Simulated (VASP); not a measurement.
# AlGa2 (P-6m2) in VASP: single point with PBE

Aim: the single point of AlGa2 with PBE.

All numbers are computed with VASP 6.6.1; they aren't measurements. Logs are shortened: lines on timing, memory, paths and dates and some standing lists are left out, and cuts for length are marked.

## (1) The cell of the first run

The structure is hexagonal, space group P-6m2 (No. 187). Conventional cell: a = 2.983 Å, b = 2.983 Å, c = 14.093 Å, α = 90.00°, β = 90.00°, γ = 120.00°. Within 3.8 Å of Al (site symmetry 3m) lie 6 Ga at 2.88 Å and 6 Al at 2.98 Å. Within 3.8 Å of Ga (site symmetry 3m) lie 3 Al at 2.88 Å and 9 Ga at 2.98 Å. Ga (site symmetry -6m2) has 12 Ga at 2.98 Å within 3.9 Å. Ga (site symmetry -6m2) has 6 Al at 2.88 Å and 6 Ga at 2.98 Å within 3.8 Å.

## (2) Single point, PBE

File INCAR:

```
SYSTEM = AlGa2
PREC     = Accurate       ! precision mode
ENCUT    = 520            ! plane-wave cutoff, eV
EDIFF    = 1E-6           ! SCF threshold, eV
ISMEAR   = 0              ! smearing method
SIGMA    = 0.1            ! smearing width, eV
LREAL    = .FALSE.        ! projectors in reciprocal space
LASPH    = .TRUE.         ! aspherical terms in the spheres
NELM     = 80             ! most SCF steps
ALGO     = Fast           ! electronic algorithm
ISIF     = 2              ! what is computed and relaxed
LWAVE    = .FALSE.        ! write WAVECAR
LCHARG   = .FALSE.        ! write CHGCAR
GGA      = PE             ! functional
NBANDS   = 38             ! bands
```

File KPOINTS:

```
regular mesh
0
G
  12 12 4
  0 0 0
```

File POSCAR:

```
AlGa2
1.0
    2.9829802892     -0.0000000289      0.0000000000
   -1.4914901196      2.5833367238      0.0000000000
    0.0000000000      0.0000000000     14.0933461000
Al Ga
2 4
Direct
    0.6666666667      0.3333333333      0.3357940000
    0.6666666667      0.3333333333      0.6642060000
    0.0000000000      0.0000000000      0.8278530000
    0.6666666667      0.3333333333      0.0000000000
    0.0000000000      0.0000000000      0.1721470000
    0.0000000000      0.0000000000      0.5000000000
```

Potentials or basis: VASP PAW PBE potentials, release 64 (Al, Ga_d).

Run with:

```
$ cat potpaw_PBE.64/Al/POTCAR potpaw_PBE.64/Ga_d/POTCAR > POTCAR
$ mpirun -np 1 vasp_std > vasp.out
```

OUTCAR:

```text
SYSTEM = AlGa2
   PREC = Accurate
   ENCUT = 520
   EDIFF = 1E-6
   ISMEAR = 0
   LREAL = .FALSE.
   LASPH = .TRUE.
   NELM = 80
   ISIF = 2
   GGA = PE

 ion  position               nearest neighbor table
   1  0.667  0.333  0.336-   5 2.88   5 2.88   5 2.88   6 2.88   6 2.88   6 2.88
   2  0.667  0.333  0.664-   3 2.88   3 2.88   3 2.88   6 2.88   6 2.88   6 2.88
   3  0.000  0.000  0.828-   2 2.88   2 2.88   2 2.88
   4  0.667  0.333  0.000-
   5  0.000  0.000  0.172-   1 2.88   1 2.88   1 2.88
   6  0.000  0.000  0.500-   1 2.88   2 2.88   1 2.88   2 2.88   1 2.88   2 2.88

  LATTYP: Found a hexagonal cell.
 ALAT       =     2.9829802892
 C/A-ratio  =     4.7245857276

  Lattice vectors:

 A1 = (   2.9829802892,  -0.0000000289,   0.0000000000)
 A2 = (  -1.4914901196,   2.5833367238,   0.0000000000)
 A3 = (   0.0000000000,   0.0000000000,  14.0933461000)

Analysis of symmetry for initial positions (statically):
=====================================================================
 Subroutine PRICEL returns:
 Original cell was already a primitive cell.

 Routine SETGRP: Setting up the symmetry group for a
 hexagonal supercell.

 Subroutine GETGRP returns: Found 12 space group operations
 (whereof 12 operations were pure point group operations)
 out of a pool of 24 trial point group operations.

The static configuration has the point symmetry D_3h.

Analysis of symmetry for dynamics (positions and initial velocities):
=====================================================================
 Subroutine PRICEL returns:
 Original cell was already a primitive cell.

 Routine SETGRP: Setting up the symmetry group for a
 hexagonal supercell.

 Subroutine GETGRP returns: Found 12 space group operations
 (whereof 12 operations were pure point group operations)
 out of a pool of 24 trial point group operations.

The dynamic configuration has the point symmetry D_3h.

 Subroutine INISYM returns: Found 12 space group operations
 (whereof 12 operations are pure point group operations),
 and found     1 'primitive' translations

----------------------------------------------------------------------------------------
[... 94 lines left out ...]
   ICHARG =      2    charge: 1-file 2-atom 10-const
   ISPIN  =      1    spin polarized calculation?
   LNONCOLLINEAR =      F non collinear calculations
   LSORBIT =      F    spin-orbit coupling
   LASPH  =      T    aspherical Exc in radial PAW
   ENCUT  =  520.0 eV  38.22 Ry    6.18 a.u.   5.55  5.55 26.20*2*pi/ulx,y,z
   NELM   =     80;   NELMIN=  2; NELMDL= -5     # of ELM steps
   EDIFF  = 0.1E-05   stopping-criterion for ELM
   LREAL  =      F    real-space projection
   EDIFFG = 0.1E-04   stopping-criterion for IOM
   NSW    =      0    number of steps for IOM
   IBRION =     -1    ionic relax: 0-MD 1-quasi-New 2-CG
   NFREE  =      0    steps in history (QN), initial steepest desc. (CG)
   ISIF   =      2    stress and relaxation
   ISYM   =      2    0-nonsym 1-usesym 2-fastsym
   POTIM  = 0.5000    time-step for ionic-motion
   TEBEG  =    0.0;   TEEND  =   0.0 temperature during run
   PSTRESS=    0.0 pullay stress
   NELECT =      58.0000    total number of electrons
   NUPDOWN=      -1.0000    fix difference up-down
   EMIN   =  10.00;   EMAX   =-10.00  energy-range for DOS
   EFERMI =   0.00;   METHOD = LEGACY
   ISMEAR =     0;   SIGMA  =   0.10  broadening in eV -4-tet -1-fermi 0-gaus
   EFERMI_NEDOS =   21; number of points for ismear=-14 and -15
   IALGO  =     68    algorithm
   IMIX   =      4    mixing-type and parameters
     AMIX     =   0.40;   BMIX     =  1.00
     AMIX_MAG =   1.60;   BMIX_MAG =  1.00
  volume/ion in A,a.u.               =      18.10       122.15
  Fermi-wavevector in a.u.,A,eV,Ry     =   1.328217  2.509966 24.002855  1.764160
  Thomas-Fermi vector in A             =   2.457471
   LORBIT       =      0    0 simple, 1 ext, 2 COOP (PROOUT), +10 PAW based schemes
   GGA     = PE    functional components
   LHFCALC =     F    Hartree Fock is set to
   AEXX    =    0.0000 exact exchange contribution
   IVDW    =     0    specifies the selected vdW correction
   LEPSILON=     F    determine dielectric tensor
   LRPA    =     F    only Hartree local field effects (RPA)
 non-spin polarized calculation
 RMM-DIIS sequential band-by-band and
 Gauss-broadening in eV      SIGMA  =   0.10
  energy-cutoff  :      520.00
  volume of cell :      108.60
 maximum number of plane-waves:      2980
 NGX is ok and might be reduce to    24
   NGX = 11   NGY = 11   NGZ = 53

 number of electron      58.0000001 magnetization

 Free energy of the ion-electron system (eV)
  ---------------------------------------------------
  ext. energy  EPLUGINS =         0.00000000
  ---------------------------------------------------
  free energy    TOTEN  =       -18.84850581 eV

  energy without entropy =      -18.83940072  energy(sigma->0) =      -18.84395327

 E-fermi :   6.3429     XC(G=0): -10.7739

 val. band max:        6.3394992455   @ k =   0.4167   0.1667   0.5000
 cond. band min:       6.3446685687   @ k =   0.3333   0.2500   0.0000
 fundamental gap:      0.0051693232
 Fermi energy:         6.3428765157

 k-point     1 :       0.0000    0.0000    0.0000
  band No.  band energies     occupation
      1      -8.6369      2.00000
      2      -8.6296      2.00000
      3      -8.6064      2.00000
      4      -8.5885      2.00000
      5      -8.5885      2.00000
      6      -8.5754      2.00000
[... 973 lines left out ...]
     37      12.1043      0.00000
     38      12.9804      0.00000

 [... further k-points ...]
[... 5 lines left out ...]
  --------------------------------------------------------------------------------------
  -------------------------------------------------------------------------------------
  Total        0.0055900      0.0055900      0.0156617     -0.0000000      0.0000000      0.0000000
  in kB        0.0824660      0.0824660      0.2310489     -0.0000000      0.0000000      0.0000000
  external PRESSURE =       0.1319936 kB  Pullay stress =       0.0000000 kB

 VOLUME and BASIS-vectors are now :
 -----------------------------------------------------------------------------
  energy-cutoff  :      520.00
  volume of cell :      108.60
      direct lattice vectors                 reciprocal lattice vectors
     2.982980289 -0.000000029  0.000000000     0.335235204  0.193548131  0.000000000
    -1.491490120  2.583336724  0.000000000     0.000000004  0.387096268  0.000000000
     0.000000000  0.000000000 14.093346100     0.000000000  0.000000000  0.070955470

 POSITION                                       TOTAL-FORCE (eV/Angst)
 -----------------------------------------------------------------------------------
      1.49149      0.86111      4.73246        -0.000000      0.000000      0.000576
      1.49149      0.86111      9.36089        -0.000000      0.000000     -0.000576
      0.00000      0.00000     11.66722         0.000000      0.000000     -0.002246
      1.49149      0.86111      0.00000         0.000000     -0.000000      0.000000
      0.00000      0.00000      2.42613        -0.000000      0.000000      0.002246
      0.00000      0.00000      7.04667         0.000000      0.000000      0.000000
 -----------------------------------------------------------------------------------
    total drift:                               -0.000000      0.000000      0.000000

  FREE ENERGIE OF THE ION-ELECTRON SYSTEM (eV)
  ---------------------------------------------------
  free  energy   TOTEN  =       -18.8485058149 eV

  energy  without entropy=      -18.8394007228  energy(sigma->0) =      -18.84395327
```

It used 170 s of CPU time on 1 thread of Intel(R) Xeon(R) Platinum 8488C (Sapphire Rapids), on a shared host.

What came out:

| Quantity | Value |
| --- | --- |
| Free energy | -18.8485 eV |
| Pressure | 0.0 GPa |
| Band gap on the k mesh | zero (band 29 reaches 10.74 eV, above the bottom of band 30 at 4.68 eV) |

Forces in eV/Å, atoms in the order of the input:
```
Al   0.000  0.000  0.001
Al   0.000  0.000 -0.001
Ga   0.000  0.000 -0.002
Ga   0.000  0.000  0.000
Ga   0.000  0.000  0.002
Ga   0.000  0.000  0.000
```
